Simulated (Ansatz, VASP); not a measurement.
Pd in VASP and in Ansatz

```
CELL_PARAMETERS angstrom
-1.65090 1.65090 1.57228
1.65090 -1.65090 1.57228
1.65090 1.65090 -1.57228
ATOMIC_POSITIONS crystal
Pd 0.00000 0.00000 0.00000
```

Change from the starting cell: strain +0.050 along x and y, +0.000 along z, atoms carried along.

Alike in both runs: task single point; functional PBEsol; k mesh 22 × 22 × 22; occupations gaussian, width 0.15 eV; no spin polarisation.

```csv
,VASP,Ansatz
version,VASP 6.6.1,Ansatz 0.2.0
potentials or method,"VASP PAW PBE potentials, release 64 (Pd), cutoff 520 eV","scalar-relativistic, plane waves, PAW"
valence electrons in the cell,10,18
```

```tsv
	VASP	Ansatz	Ansatz less VASP
gap on the k mesh at the Fermi level (eV)	none	none	-
pressure (GPa)	-20.3	-20.2	+0.15
traceless stress, the component that is largest in VASP (GPa)	-0.62	-0.63	-0.006
```

VASP's potentials were made for PBE, not for PBEsol. A gap of «none» marks a metal or a gap that the smearing closes. VASP's potentials hold 10 valence electrons a cell and Ansatz's 18, so a difference there can come from the potentials and not from the codes.
